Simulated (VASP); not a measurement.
# BiTe: relaxation of cell and atoms with PBEsol

BiTe:

```
Bi Te
1.0
     2.42271    1.39875    3.31729
    -2.42271    1.39875    3.31729
     0.00000   -2.79750    3.31729
Bi Te
1 1
Direct
  0.50000 0.50000 0.50000
  0.00000 0.00000 0.00000
```

| Item | Value |
| --- | --- |
| Program | VASP 6.6.1 |
| Task | relaxation of cell and atoms |
| Functional | PBEsol |
| Potentials or basis | VASP PAW PBE potentials, release 64 (Bi_d, Te) |
| Cutoff | 600 eV |
| k mesh | 7 × 7 × 7 |
| Occupations | fermi-dirac, width 0.05 eV |
| Spin | no spin polarisation |
| Target pressure | 30 GPa |
| Dipole correction | no |
| Further INCAR settings | ALGO = Normal; EDIFF = 1e-06; IBRION = 2; EDIFFG = -0.01; NSW = 60; ISIF = 3 |

* Relaxed volume: 22.11 Å³/atom
* Relaxed cell: a = 3.536 Å, b = 3.536 Å, c = 3.536 Å, α = 90.00°, β = 90.00°, γ = 90.00°
* Space group after relaxing (to 0.05 Å): Pm-3m (No. 221)
* Energy change on relaxing (the enthalpy is what falls): +569.9 meV/atom
* Ionic steps: 17
* Pressure after relaxing: 30.0 GPa

The path:
```
step  energy change (eV)  largest force (eV/Å)  pressure (GPa)  volume (Å³)
   1              0.0000                0.0000           -2.32        67.45
   2             39.4771                0.0000          813.97        20.45
   3              0.4628                0.0000           16.45        53.07
   4              0.6774                0.0000           21.09        51.23
   5              1.1592                0.0000           30.64        48.22
   6              1.0949                0.0000           29.40        48.57
   7              1.0616                0.0000           29.16        48.13
   8              1.0491                0.0000           28.54        46.63
   9              1.7536                0.0000           43.28        41.55
  10              1.2736                0.0000           33.39        43.82
  11              1.4326                0.0000           36.32        42.93
  12              1.0633                0.0000           28.24        44.66
  13              1.0753                0.0000           28.48        44.60
  14              1.0713                0.0000           28.45        44.61
  15              1.0711                0.0000           28.46        44.60
  16              1.1608                0.0000           30.47        44.12
  17              1.1399                0.0000           30.04        44.23
```

Final structure:
```
Bi Te
1.0
     2.50066    1.44376    2.04169
    -2.50066    1.44376    2.04169
     0.00000   -2.88751    2.04169
Bi Te
1 1
Direct
  0.50000 0.50000 0.50000
  0.00000 0.00000 0.00000
```

Levels at points of the mesh, in eV from the Fermi level:
```csv
k point,band 7,band 8,band 9,band 10,band 11,band 12,band 13,band 14
"(0.00, 0.00, 0.00)",-7.49,-3.54,-3.53,-3.53,2.34,2.34,6.33,6.33
```

Wall time 6.7 min on 1 thread of Intel(R) Xeon(R) Platinum 8259CL CPU @ 2.50GHz (Skylake/Cascade Lake) (shared host), peak memory 0.26 GiB.

Caveat: the cell is relaxed towards a set pressure, so the enthalpy falls and the energy may rise; the volume moved by over 15 % at a fixed basis, so the end points are rough; the PAW data sets were made with another functional, which shifts forces and pressure a little; spin-orbit coupling is left out, which moves the levels of the heavy elements.
